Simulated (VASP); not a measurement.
The system is CsB.

```xyz
2
Lattice="3.6073 0.0000 0.0000 0.0000 3.6073 0.0000 0.0000 0.0000 4.3660" Properties=species:S:1:pos:R:3 pbc="T T T"
Cs    0.0000    0.0000    0.0000
B     1.8036    1.8036    2.1830
```

```yaml
Program: VASP 6.6.1
Task: relaxation of cell and atoms
Functional: PBE
Potentials_or_basis: VASP PAW PBE potentials, release 64 (Cs_sv, B)
Cutoff: 600 eV
k_mesh: 16 × 16 × 12
Occupations: gaussian, width 0.1 eV
Spin: no spin polarisation
```

At the start: pressure 2.0 GPa; volume 28.41 Å³/atom.

Task: How do energy, volume and symmetry change on relaxing?

Result: Over 11 steps the energy falls by 51.7 meV/atom and the volume is 32.37 Å³/atom (+14.0 %); space group Pm-3m (No. 221, to 0.05 Å).

The path:
```tsv
step	energy change (eV)	largest force (eV/Å)	pressure (GPa)	volume (Å³)
1	0.0000	0.0000	1.96	56.81
2	-0.0400	0.0000	1.08	59.71
3	-0.0758	0.0000	-0.28	66.21
4	-0.0762	0.0000	-0.42	66.98
5	-0.0872	0.0000	-0.34	66.57
6	-0.1008	0.0000	-0.17	65.65
7	-0.0906	0.0000	0.26	63.40
8	-0.1033	0.0000	-0.07	65.05
9	-0.1034	0.0000	-0.05	64.99
10	-0.1034	0.0000	-0.04	64.94
11	-0.1034	0.0000	-0.01	64.75
```

Final structure:
```
Cs B
1.0
     4.02047    0.00000    0.00000
     0.00000    4.02047    0.00000
     0.00000    0.00000    4.00547
Cs B
1 1
Cartesian
  0.0000 0.0000 4.0055
  2.0102 2.0102 2.0027
```
